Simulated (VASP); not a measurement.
Wanted: the native input for a VASP 6.6.1 run.

```
Task                   : single point
Functional             : LDA
Potentials or basis    : VASP PAW LDA potentials, release 64 (Hf_pv)
Cutoff                 : 520 eV
k mesh                 : 15 × 15 × 8
Occupations            : fermi-dirac, width 0.1 eV
Spin                   : no spin polarisation
Dipole correction      : no
Further INCAR settings : ALGO = Normal; EDIFF = 1e-06; NBANDS = 17
```

The structure of Hf lies in POSCAR:

```
Hf
1.0
    1.5586855422     -2.6997225522      0.0000000000
    1.5586855422      2.6997225522      0.0000000000
    0.0000000000      0.0000000000      4.9495808355
Hf
2
Direct
    0.6666666670      0.3333333330      0.2500000000
    0.3333333330      0.6666666670      0.7500000000
```

The input as run:

INCAR

```
SYSTEM = Hf
  ALGO = Normal
  EDIFF = 1E-6
  ENCUT = 520
  GGA = CA
  ISIF = 2
  ISMEAR = -1
  LASPH = .True.
  LCHARG = .True.
  LELF = .True.
  LREAL = .False.
  LVHAR = .True.
  LWAVE = .False.
  NBANDS = 17
  NELM = 100
  PREC = Accurate
  SIGMA = 0.1
```

KPOINTS

```
k-points
0
Gamma
  15 15 8
  0 0 0
```

Potentials or basis: VASP PAW LDA potentials, release 64 (Hf_pv).

Run with:

```sh
$ cat potpaw_LDA.64/Hf_pv/POTCAR > POTCAR
$ mpirun -np 1 vasp_std > vasp.out
```

It gave:

* Pressure: 0.1 GPa
* Band gap on the k mesh: zero (bands 10 and 11 overlap by 1.55 eV)

Caveat: spin-orbit coupling is left out, which moves the levels of the heavy elements.

It took 33 s on 1 thread of Intel(R) Xeon(R) Platinum 8488C (Sapphire Rapids) (shared host), peak memory 0.2 GiB.
